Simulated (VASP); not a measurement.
# Hg (Cmce) in VASP: single point with LDA

Aim: the single point of Hg with LDA.

Program: VASP 6.6.1. These are calculated values, not measurements. Logs are shortened: lines on timing, memory, paths and dates and some standing lists are left out, and cuts for length are marked.

### 1 The cell of the first run

The structure is orthorhombic, space group Cmce (No. 64). The conventional cell has a = 6.146 Å, b = 4.049 Å, c = 8.279 Å, α = 90.00°, β = 90.00°, γ = 90.00°. Hg (site symmetry m) has 3 Hg at 2.26 to 3.01 Å within 3.1 Å.

### 2 Single point, LDA

File INCAR:

```
SYSTEM = Hg
PREC = Accurate
ENCUT = 550
EDIFF = 1E-6
ISMEAR = -1
SIGMA = 0.1
LREAL = .False.
LASPH = .True.
NELM = 120
ALGO = Normal
ISIF = 2
LWAVE = .False.
LCHARG = .False.
NBANDS = 48
GGA_COMPAT = .False.
```

File KPOINTS:

```
Automatic mesh
0
Gamma
  5 2 5
  0 0 0
```

File POSCAR:

```
Hg
1.0
   -3.0727780000      0.0000000000      2.0245620000
    0.0000000000     -8.2786070000      0.0000000000
    3.0727780000      0.0000000000      2.0245620000
Hg
4
Direct
    0.1493000000      0.8844000000      0.1493000000
    0.6493000000      0.6156000000      0.6493000000
    0.8507000000      0.1156000000      0.8507000000
    0.3507000000      0.3844000000      0.3507000000
```

Potentials or basis: VASP PAW LDA potentials, release 64 (Hg_sv_GW).

On the command line:

```sh
$ cat potpaw_LDA.64/Hg_sv_GW/POTCAR > POTCAR
$ mpirun -np 1 vasp_std > vasp.out
```

OUTCAR:

```text
SYSTEM = Hg
   PREC = Accurate
   ENCUT = 550
   EDIFF = 1E-6
   ISMEAR = -1
   LREAL = .False.
   LASPH = .True.
   NELM = 120
   ISIF = 2

 ion  position               nearest neighbor table
   1  0.149  0.884  0.149-   3 2.26   2 3.01   2 3.01
   2  0.649  0.616  0.649-   4 2.26   1 3.01   1 3.01
   3  0.851  0.116  0.851-   1 2.26   4 3.01   4 3.01
   4  0.351  0.384  0.351-   2 2.26   3 3.01   3 3.01

  LATTYP: Found a base centered orthorhombic cell.
 ALAT       =     4.0491240000
 B/A-ratio  =     1.5177495182
 C/A-ratio  =     2.0445427208

  Lattice vectors:

 A1 = (   3.0727780000,   0.0000000000,   2.0245620000)
 A2 = (  -3.0727780000,   0.0000000000,   2.0245620000)
 A3 = (   0.0000000000,  -8.2786070000,   0.0000000000)

Analysis of symmetry for initial positions (statically):
=====================================================================
 Subroutine PRICEL returns:
 Original cell was already a primitive cell.

 Routine SETGRP: Setting up the symmetry group for a
 base centered orthorhombic supercell.

 Subroutine GETGRP returns: Found  8 space group operations
 (whereof  4 operations were pure point group operations)
 out of a pool of  8 trial point group operations.

The static configuration has the point symmetry C_2h.
 The point group associated with its full space group is D_2h.

Analysis of symmetry for dynamics (positions and initial velocities):
=====================================================================
 Subroutine PRICEL returns:
 Original cell was already a primitive cell.

 Routine SETGRP: Setting up the symmetry group for a
 base centered orthorhombic supercell.

 Subroutine GETGRP returns: Found  8 space group operations
 (whereof  4 operations were pure point group operations)
 out of a pool of  8 trial point group operations.

The dynamic configuration has the point symmetry C_2h.
 The point group associated with its full space group is D_2h.

 Subroutine INISYM returns: Found  8 space group operations
 (whereof  4 operations are pure point group operations),
 and found     1 'primitive' translations

----------------------------------------------------------------------------------------

                                     Primitive cell

  volume of cell :     103.0029
[... 80 lines left out ...]
   ISPIN  =      1    spin polarized calculation?
   LNONCOLLINEAR =      F non collinear calculations
   LSORBIT =      F    spin-orbit coupling
   LASPH  =      T    aspherical Exc in radial PAW
   ENCUT  =  550.0 eV  40.42 Ry    6.36 a.u.   7.04 15.83  7.04*2*pi/ulx,y,z
   NELM   =    120;   NELMIN=  2; NELMDL= -5     # of ELM steps
   EDIFF  = 0.1E-05   stopping-criterion for ELM
   LREAL  =      F    real-space projection
   EDIFFG = 0.1E-04   stopping-criterion for IOM
   NSW    =      0    number of steps for IOM
   IBRION =     -1    ionic relax: 0-MD 1-quasi-New 2-CG
   NFREE  =      0    steps in history (QN), initial steepest desc. (CG)
   ISIF   =      2    stress and relaxation
   ISYM   =      2    0-nonsym 1-usesym 2-fastsym
   POTIM  = 0.5000    time-step for ionic-motion
   TEBEG  =    0.0;   TEEND  =   0.0 temperature during run
   PSTRESS=    0.0 pullay stress
   NELECT =      80.0000    total number of electrons
   NUPDOWN=      -1.0000    fix difference up-down
   EMIN   =  10.00;   EMAX   =-10.00  energy-range for DOS
   EFERMI =   0.00;   METHOD = LEGACY
   ISMEAR =    -1;   SIGMA  =   0.10  broadening in eV -4-tet -1-fermi 0-gaus
   EFERMI_NEDOS =   21; number of points for ismear=-14 and -15
   IALGO  =     38    algorithm
   IMIX   =      4    mixing-type and parameters
     AMIX     =   0.40;   BMIX     =  1.00
     AMIX_MAG =   1.60;   BMIX_MAG =  1.00
  volume/ion in A,a.u.               =      25.75       173.77
  Fermi-wavevector in a.u.,A,eV,Ry     =   1.504833  2.843722 30.810699  2.264522
  Thomas-Fermi vector in A             =   2.615761
   LORBIT       =      0    0 simple, 1 ext, 2 COOP (PROOUT), +10 PAW based schemes
   GGA     = CA    functional components
   LHFCALC =     F    Hartree Fock is set to
   AEXX    =    0.0000 exact exchange contribution
   IVDW    =     0    specifies the selected vdW correction
   LEPSILON=     F    determine dielectric tensor
   LRPA    =     F    only Hartree local field effects (RPA)
 non-spin polarized calculation
  energy-cutoff  :      550.00
  volume of cell :      103.00
 maximum number of plane-waves:      3050
   NGX = 15   NGY = 31   NGZ = 15

 number of electron      80.0000024 magnetization

 Free energy of the ion-electron system (eV)
  ---------------------------------------------------
  ext. energy  EPLUGINS =         0.00000000
  ---------------------------------------------------
  free energy    TOTEN  =        -0.95334596 eV

  energy without entropy =       -0.90563328  energy(sigma->0) =       -0.92948962

 E-fermi :   4.7261     XC(G=0): -11.0973

 val. band max:        4.4941874139   @ k =   0.4000   0.5000   0.4000
 cond. band min:       4.7380921398   @ k =   0.4000   0.0000   0.4000
 fundamental gap:      0.2439047260
 Fermi energy:         4.7261483756

 k-point     1 :       0.0000    0.0000    0.0000
  band No.  band energies     occupation
      1    -109.8441      2.00000
      2    -109.8428      2.00000
      3    -109.7984      2.00000
      4    -109.7971      2.00000
      5     -58.9138      2.00000
      6     -58.9025      2.00000
[... 907 lines left out ...]
     47      11.0968      0.00000
     48      11.0968      0.00000

------------------------ aborting loop because EDIFF is reached ----------------------------------------

  FORCE on cell =-STRESS in cart. coord.  units (eV):
  Direction    XX          YY          ZZ          XY          YZ          ZX
  --------------------------------------------------------------------------------------
  -------------------------------------------------------------------------------------
  Total       -2.7549258     21.0626321      5.7988957      0.0000000     -0.0000000      0.0000000
  in kB      -42.8519860    327.6224823     90.1999613      0.0000000     -0.0000000      0.0000000
  external PRESSURE =     124.9901525 kB  Pullay stress =       0.0000000 kB

 VOLUME and BASIS-vectors are now :
 -----------------------------------------------------------------------------
  energy-cutoff  :      550.00
  volume of cell :      103.00
      direct lattice vectors                 reciprocal lattice vectors
    -3.072778000  0.000000000  2.024562000    -0.162719207  0.000000000  0.246966998
     0.000000000 -8.278607000  0.000000000     0.000000000 -0.120793269  0.000000000
     3.072778000  0.000000000  2.024562000     0.162719207  0.000000000  0.246966998

 POSITION                                       TOTAL-FORCE (eV/Angst)
 -----------------------------------------------------------------------------------
      0.00000     -7.32160      0.60453         0.000000      6.485340      3.858944
      0.00000     -5.09631      2.62910         0.000000     -6.485340      3.858944
      0.00000     -0.95701      3.44459         0.000000     -6.485340     -3.858944
      0.00000     -3.18230      1.42003         0.000000      6.485340     -3.858944
 -----------------------------------------------------------------------------------
    total drift:                                0.000000     -0.000000      0.000000

  FREE ENERGIE OF THE ION-ELECTRON SYSTEM (eV)
  ---------------------------------------------------
  free  energy   TOTEN  =        -0.9533459564 eV

  energy  without entropy=       -0.9056332764  energy(sigma->0) =       -0.92948962
```

It took 86 s on 1 thread of AMD EPYC 7R13 (Zen 3), shared host; peak memory 0.2 GiB.

What came out:

| Quantity | Value |
| --- | --- |
| Free energy | -0.9533 eV |
| Pressure | 12.5 GPa |
| Largest force | 7.547 eV/Å |
| Band gap on the k mesh | zero (bands 40 and 41 overlap by 2.89 eV) |

Forces on the atoms (eV/Å):
```
Hg   0.000  6.485  3.859
Hg   0.000 -6.485  3.859
Hg   0.000 -6.485 -3.859
Hg   0.000  6.485 -3.859
```

Levels at points of the mesh, in eV from the Fermi level:
| k point | band 38 | band 39 | band 40 | band 41 | band 42 | band 43 |
| --- | --- | --- | --- | --- | --- | --- |
| (0.00, 0.00, 0.00) | -5.25 | -4.36 | 1.73 | 3.06 | 6.13 | 7.60 |
| (0.00, 0.50, 0.00) | -5.41 | -2.05 | -2.05 | 6.25 | 6.25 | 7.84 |

Caveat: the k points lie up to 0.38 Å⁻¹ apart, too coarse for converged energies and pressures of a metal; spin-orbit coupling is left out, which moves the levels of the heavy elements; forces of over 1 eV/Å act on the atoms, so gaps and moduli don't describe the material at rest.

The gap in the log of VASP goes by the Fermi energy; the results here count the filled bands.